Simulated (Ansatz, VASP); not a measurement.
## One calculation of SiC, two programs

```
CELL_PARAMETERS angstrom
0.00000 2.15054 2.15054
2.15054 0.00000 2.15054
2.15054 2.15054 0.00000
ATOMIC_POSITIONS crystal
Si 0.00000 0.00000 0.00000
C 0.25000 0.25000 0.25000
```

Alike in both runs: task single point; functional PBE; k mesh 10 × 10 × 10; no spin polarisation.

```csv
,VASP,Ansatz
version,VASP 6.6.1,Ansatz 0.2.0
potentials or method,"VASP PAW PBE potentials, release 64 (Si, C), cutoff 600 eV","scalar-relativistic, plane waves, PAW"
occupations,"gaussian, width 0.01 eV",fixed
valence electrons in the cell,8,8
```

VASP gave:

- gap on the k mesh at the Fermi level (eV): 1.32
- least direct gap on the mesh (eV): 4.58
- pressure (GPa): 12.6

Q: Which values does Ansatz return?

A: gap on the k mesh at the Fermi level (eV): 1.32; least direct gap on the mesh (eV): 4.59; pressure (GPa): 12.9.
